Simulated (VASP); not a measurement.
# P3C (Im-3m) in VASP: a series of runs, part 2 of 2

VASP 6.6.1. The steps go on from the part before.

### Step 4. Single point, PBE

INCAR reads:

```
SYSTEM = P3C
ALGO = Normal ; EDIFF = 1E-6
ENCUT = 600 ; GGA = PE
GGA_COMPAT = .False. ; ISIF = 2
ISMEAR = 0 ; LASPH = .True.
LCHARG = .False. ; LREAL = .False.
LWAVE = .False. ; NBANDS = 18
NELM = 120 ; PREC = Accurate
SIGMA = 0.1
```

KPOINTS reads:

```
k-points
0
Gamma
  6 6 6
  0 0 0
```

POSCAR reads:

```
P3C
1.0
   -2.2881261179      2.2881261179      2.2881261179
    2.2881261179     -2.2881261179      2.2881261179
    2.2881261179      2.2881261179     -2.2881261179
P C
3 1
Direct
    0.0000000000      0.5000000000      0.5000000000
    0.5000000000      0.0000000000      0.5000000000
    0.5000000000      0.5000000000      0.0000000000
    0.0000000000      0.0000000000      0.0000000000
```

Potentials or basis: VASP PAW PBE potentials, release 64 (P, C).

Command:

```bash
$ cat potpaw_PBE.64/P/POTCAR potpaw_PBE.64/C/POTCAR > POTCAR
$ mpirun -np 1 vasp_std > vasp.out
```

OUTCAR:

```text
SYSTEM = P3C
   EDIFF = 1E-6
   ENCUT = 600
   GGA = PE
   ISIF = 2
   ISMEAR = 0
   LASPH = .True.
   LREAL = .False.
   NELM = 120
   PREC = Accurate

 ion  position               nearest neighbor table
   1  0.000  0.500  0.500-   2 2.29   3 2.29   4 2.29   4 2.29   3 2.29   2 2.29
   2  0.500  0.000  0.500-   1 2.29   3 2.29   4 2.29   3 2.29   4 2.29   1 2.29
   3  0.500  0.500  0.000-   1 2.29   2 2.29   4 2.29   2 2.29   1 2.29   4 2.29
   4  0.000  0.000  0.000-   1 2.29   2 2.29   3 2.29   1 2.29   2 2.29   3 2.29

  LATTYP: Found a body centered cubic cell.
 ALAT       =     4.5762522358

  Lattice vectors:

 A1 = (  -2.2881261179,   2.2881261179,   2.2881261179)
 A2 = (   2.2881261179,  -2.2881261179,   2.2881261179)
 A3 = (   2.2881261179,   2.2881261179,  -2.2881261179)

Analysis of symmetry for initial positions (statically):
=====================================================================
 Subroutine PRICEL returns:
 Original cell was already a primitive cell.

 Routine SETGRP: Setting up the symmetry group for a
 body centered cubic supercell.

 Subroutine GETGRP returns: Found 48 space group operations
 (whereof 48 operations were pure point group operations)
 out of a pool of 48 trial point group operations.

The static configuration has the point symmetry O_h .

Analysis of symmetry for dynamics (positions and initial velocities):
=====================================================================
 Subroutine PRICEL returns:
 Original cell was already a primitive cell.

 Routine SETGRP: Setting up the symmetry group for a
 body centered cubic supercell.

 Subroutine GETGRP returns: Found 48 space group operations
 (whereof 48 operations were pure point group operations)
 out of a pool of 48 trial point group operations.

The dynamic configuration has the point symmetry O_h .

 Subroutine INISYM returns: Found 48 space group operations
 (whereof 48 operations are pure point group operations),
 and found     1 'primitive' translations

----------------------------------------------------------------------------------------

                                     Primitive cell

  volume of cell :      47.9181

  direct lattice vectors                    reciprocal lattice vectors
    -2.288126118  2.288126118  2.288126118     0.000000000  0.218519423  0.218519423
     2.288126118 -2.288126118  2.288126118     0.218519423  0.000000000  0.218519423
     2.288126118  2.288126118 -2.288126118     0.218519423  0.218519423  0.000000000

  length of vectors
     3.963150690  3.963150690  3.963150690     0.309033132  0.309033132  0.309033132

  position of ions in fractional coordinates (direct lattice)
     0.000000000  0.500000000  0.500000000
     0.500000000  0.000000000  0.500000000
     0.500000000  0.500000000  0.000000000
     0.000000000  0.000000000  0.000000000

  ion indices of the primitive-cell ions
   primitive index   ion index
                 1           1
                 2           2
                 3           3
                 4           4

----------------------------------------------------------------------------------------

 KPOINTS: k-points

Automatic generation of k-mesh.
 Grid dimensions read from file:
 generate k-points for:    6    6    6

 Generating k-lattice:

  Cartesian coordinates                     Fractional coordinates (reciprocal lattice)
     0.000000000  0.036419904  0.036419904     0.166666667  0.000000000  0.000000000
     0.036419904  0.000000000  0.036419904     0.000000000  0.166666667  0.000000000
     0.036419904  0.036419904  0.000000000     0.000000000  0.000000000  0.166666667

  Length of vectors
     0.051505522  0.051505522  0.051505522

  Shift w.r.t. Gamma in fractional coordinates (k-lattice)
     0.000000000  0.000000000  0.000000000

 Subroutine IBZKPT returns following result:
 ===========================================

 Found     16 irreducible k-points:

 Following reciprocal coordinates:
            Coordinates               Weight
  0.000000  0.000000  0.000000      1.000000
  0.166667  0.000000  0.000000     12.000000
  0.333333  0.000000  0.000000     12.000000
  0.500000  0.000000  0.000000      6.000000
  0.166667  0.166667  0.000000     24.000000
  0.333333  0.166667  0.000000     48.000000
[... 8 lines left out ...]
  0.500000  0.500000  0.333333     12.000000
  0.500000  0.500000  0.500000      1.000000
   k-points           NKPTS =     16   k-points in BZ     NKDIM =     16   number of bands    NBANDS=     18
   number of dos      NEDOS =    301   number of ions     NIONS =      4
   total plane-waves  NPLWV =  32768
   dimension x,y,z NGX =    32 NGY =   32 NGZ =   32
   dimension x,y,z NGXF=    64 NGYF=   64 NGZF=   64
   ions per type =               3   1
   NGX,Y,Z   is equivalent  to a cutoff of  13.42, 13.42, 13.42 a.u.
   NGXF,Y,Z  is equivalent  to a cutoff of  26.85, 26.85, 26.85 a.u.
 SYSTEM =  P3C
   PREC   = accura    normal or accurate (medium, high low for compatibility)
   ISTART =      0    job   : 0-new  1-cont  2-samecut
   ICHARG =      2    charge: 1-file 2-atom 10-const
   ISPIN  =      1    spin polarized calculation?
   LNONCOLLINEAR =      F non collinear calculations
   LSORBIT =      F    spin-orbit coupling
   LASPH  =      T    aspherical Exc in radial PAW
   ENCUT  =  600.0 eV  44.10 Ry    6.64 a.u.   7.92  7.92  7.92*2*pi/ulx,y,z
   NELM   =    120;   NELMIN=  2; NELMDL= -5     # of ELM steps
   EDIFF  = 0.1E-05   stopping-criterion for ELM
   LREAL  =      F    real-space projection
   EDIFFG = 0.1E-04   stopping-criterion for IOM
   NSW    =      0    number of steps for IOM
   IBRION =     -1    ionic relax: 0-MD 1-quasi-New 2-CG
   NFREE  =      0    steps in history (QN), initial steepest desc. (CG)
   ISIF   =      2    stress and relaxation
   ISYM   =      2    0-nonsym 1-usesym 2-fastsym
   POTIM  = 0.5000    time-step for ionic-motion
   TEBEG  =    0.0;   TEEND  =   0.0 temperature during run
   PSTRESS=    0.0 pullay stress
   NELECT =      19.0000    total number of electrons
   NUPDOWN=      -1.0000    fix difference up-down
   EMIN   =  10.00;   EMAX   =-10.00  energy-range for DOS
   EFERMI =   0.00;   METHOD = LEGACY
   ISMEAR =     0;   SIGMA  =   0.10  broadening in eV -4-tet -1-fermi 0-gaus
   EFERMI_NEDOS =   21; number of points for ismear=-14 and -15
   IALGO  =     38    algorithm
   IMIX   =      4    mixing-type and parameters
     AMIX     =   0.40;   BMIX     =  1.00
     AMIX_MAG =   1.60;   BMIX_MAG =  1.00
  volume/ion in A,a.u.               =      11.98        80.84
  Fermi-wavevector in a.u.,A,eV,Ry     =   1.202706  2.272784 19.680845  1.446501
  Thomas-Fermi vector in A             =   2.338480
   LORBIT       =      0    0 simple, 1 ext, 2 COOP (PROOUT), +10 PAW based schemes
   GGA     = PE    functional components
   LHFCALC =     F    Hartree Fock is set to
   AEXX    =    0.0000 exact exchange contribution
   IVDW    =     0    specifies the selected vdW correction
   LEPSILON=     F    determine dielectric tensor
   LRPA    =     F    only Hartree local field effects (RPA)
 non-spin polarized calculation
 Gauss-broadening in eV      SIGMA  =   0.10
  energy-cutoff  :      600.00
  volume of cell :       47.92
 maximum number of plane-waves:      1638
   NGX = 15   NGY = 15   NGZ = 15

 number of electron      19.0000001 magnetization

 Free energy of the ion-electron system (eV)
  ---------------------------------------------------
  ext. energy  EPLUGINS =         0.00000000
  ---------------------------------------------------
  free energy    TOTEN  =       -21.75030953 eV

  energy without entropy =      -21.73644938  energy(sigma->0) =      -21.74337945

 E-fermi :  10.1920     XC(G=0): -11.7390

 val. band max:       10.1888057223   @ k =   0.3333   0.1667   0.0000
 cond. band min:      10.2846790676   @ k =   0.3333   0.1667   0.1667
 fundamental gap:      0.0958733453
 Fermi energy:        10.1919979907

 k-point     1 :       0.0000    0.0000    0.0000
  band No.  band energies     occupation
      1      -7.3584      2.00000
      2       2.8124      2.00000
      3       3.5635      2.00000
      4       3.5635      2.00000
      5       4.2079      2.00000
      6       4.2079      2.00000
[... 313 lines left out ...]
      5       0.8633      2.00000
      6       0.8633      2.00000
[... 10 lines left out ...]
     17      19.7945      0.00000
     18      20.3407      0.00000

------------------------ aborting loop because EDIFF is reached ----------------------------------------

  FORCE on cell =-STRESS in cart. coord.  units (eV):
  Direction    XX          YY          ZZ          XY          YZ          ZX
  --------------------------------------------------------------------------------------
  -------------------------------------------------------------------------------------
  Total       -0.1568031     -0.1568031     -0.1568031      0.0000000      0.0000000     -0.0000000
  in kB       -5.2428257     -5.2428257     -5.2428257      0.0000000      0.0000000     -0.0000000
  external PRESSURE =      -5.2428257 kB  Pullay stress =       0.0000000 kB

 VOLUME and BASIS-vectors are now :
 -----------------------------------------------------------------------------
  energy-cutoff  :      600.00
  volume of cell :       47.92
      direct lattice vectors                 reciprocal lattice vectors
    -2.288126118  2.288126118  2.288126118     0.000000000  0.218519423  0.218519423
     2.288126118 -2.288126118  2.288126118     0.218519423  0.000000000  0.218519423
     2.288126118  2.288126118 -2.288126118     0.218519423  0.218519423  0.000000000

 POSITION                                       TOTAL-FORCE (eV/Angst)
 -----------------------------------------------------------------------------------
      2.28813      0.00000      0.00000         0.000000      0.000000      0.000000
      0.00000      2.28813      0.00000        -0.000000     -0.000000      0.000000
      0.00000      0.00000      2.28813         0.000000      0.000000     -0.000000
      0.00000      0.00000      0.00000        -0.000000     -0.000000      0.000000
 -----------------------------------------------------------------------------------
    total drift:                               -0.000000     -0.000000      0.000000

  FREE ENERGIE OF THE ION-ELECTRON SYSTEM (eV)
  ---------------------------------------------------
  free  energy   TOTEN  =       -21.7503095309 eV

  energy  without entropy=      -21.7364493772  energy(sigma->0) =      -21.74337945
```

stdout:

```text
POSCAR found type information on POSCAR P C
 POSCAR found :  2 types and       4 ions
 scaLAPACK will be used
 LDA part: xc-table for (Slater+PW92), standard interpolation
 POSCAR, INCAR and KPOINTS ok, starting setup
 FFT: planning ... GRIDC
 FFT: planning ... GRID_SOFT
 FFT: planning ... GRID
 WAVECAR not read
 entering main loop
```

Run time: 20 s. Hardware: 1 thread of Intel Xeon 8259CL, shared host; peak memory 0.17 GiB.

Results:

```
Free energy            : -21.7503 eV
Pressure               : -0.5 GPa
Band gap on the k mesh : zero (an odd number of electrons rules out a gap without spin polarisation)
```

### Step 5. Relaxation of cell and atoms, PBE

This run uses another cell than the first one, of 18.55 Å³/atom.

INCAR reads:

```
SYSTEM = P3C
PREC = Accurate
ENCUT = 600
EDIFF = 1E-7
ISMEAR = 0
SIGMA = 0.1
LREAL = .False.
LASPH = .True.
NELM = 120
ALGO = Normal
ISIF = 3
LWAVE = .False.
LCHARG = .False.
GGA = PE
IBRION = 2
NSW = 90
EDIFFG = -0.04
GGA_COMPAT = .False.
NELMIN = 4
```

KPOINTS reads:

```
Automatic mesh
0
Gamma
  4 4 4
  0 0 0
```

POSCAR reads:

```
P3C
1.0
   -2.6472025800      2.6472025800      2.6472025800
    2.6472025800     -2.6472025800      2.6472025800
    2.6472025800      2.6472025800     -2.6472025800
P C
3 1
Direct
    0.0000000000      0.5000000000      0.5000000000
    0.5000000000      0.0000000000      0.5000000000
    0.5000000000      0.5000000000      0.0000000000
    0.0000000000      0.0000000000      0.0000000000
```

Command:

```bash
$ cat potpaw_PBE.64/P/POTCAR potpaw_PBE.64/C/POTCAR > POTCAR
$ mpirun -np 1 vasp_std > vasp.out
```

Run time: 58 s. Hardware: 1 thread of Intel Xeon 8259CL, shared host; peak memory 0.24 GiB.

The run converged. Its results:

| Item | Value |
| --- | --- |
| Free energy | -21.7452 eV |
| Relaxed volume | 11.97 Å³/atom |
| Relaxed cell | a = 3.962 Å, b = 3.962 Å, c = 3.962 Å, α = 109.47°, β = 109.47°, γ = 109.47° |
| Space group after relaxing (to 0.1 Å) | Im-3m (No. 229) |
| Energy gained by relaxing | 710.3 meV/atom |
| Ionic steps | 3 |
| Pressure after relaxing | -0.2 GPa |
| Band gap on the k mesh | zero (an odd number of electrons rules out a gap without spin polarisation) |

Step by step:
```csv
step,energy change (eV),largest force (eV/Å),pressure (GPa),volume (Å³)
1,0.0000,0.0000,-22.11,74.20
2,-2.8003,0.0000,-5.89,49.96
3,-2.8411,0.0000,-0.18,47.89
```

Final structure:
```yaml
crystal:
  lattice:
    - [-2.28769, 2.28769, 2.28769]
    - [2.28769, -2.28769, 2.28769]
    - [2.28769, 2.28769, -2.28769]
  atoms:
    - { symbol: P, position: [0.00000, 0.50000, 0.50000] }
    - { symbol: P, position: [0.50000, 0.00000, 0.50000] }
    - { symbol: P, position: [0.50000, 0.50000, 0.00000] }
    - { symbol: C, position: [0.00000, 0.00000, 0.00000] }
```

Levels at points of the mesh, in eV from the Fermi level:
```tsv
k point	band 7	band 8	band 9	band 10	band 11	band 12	band 13
(0.00, 0.00, 0.00)	-6.36	-5.10	-5.10	-5.10	1.03	1.03	1.03
(0.50, 0.00, 0.00)	-2.70	-2.63	-1.13	-0.76	0.17	1.58	4.20
(0.50, 0.50, 0.50)	-2.22	-2.22	-2.22	-0.58	6.87	6.87	6.87
```

Caveat: the k points lie up to 0.49 Å⁻¹ apart in the final cell, too coarse for converged energies and pressures of a metal; the volume moved by over 15 % at a fixed basis, so the end points are rough.

### Step 6. Overview

```csv
task,cell,k mesh,gap on the mesh (eV),pressure (GPa)
single point,"a = 3.966 Å, angles 109.5°, 4 atoms",4 × 4 × 4,none,-0.6
single point,"a = 4.585 Å, angles 109.5°, 4 atoms",4 × 4 × 4,none,-22.1
single point,"a = 3.963 Å, angles 109.5°, 4 atoms",6 × 6 × 6,none,-0.5
relaxation of cell and atoms,"relaxed from a = 4.585 Å, angles 109.5°, 4 atoms",4 × 4 × 4,none,-0.2
```

Alike in all rows: level PBE; potentials or basis VASP PAW PBE potentials, release 64 (P, C); no spin polarisation; cutoff (eV) 600; smearing gaussian 0.1 eV.

Caveats: some runs use coarse meshes; the volume moved by over 15 % at a fixed basis, so the end points are rough (at least some runs).

Total energies depend on the potentials used, so only differences within one code and one set of settings carry meaning.
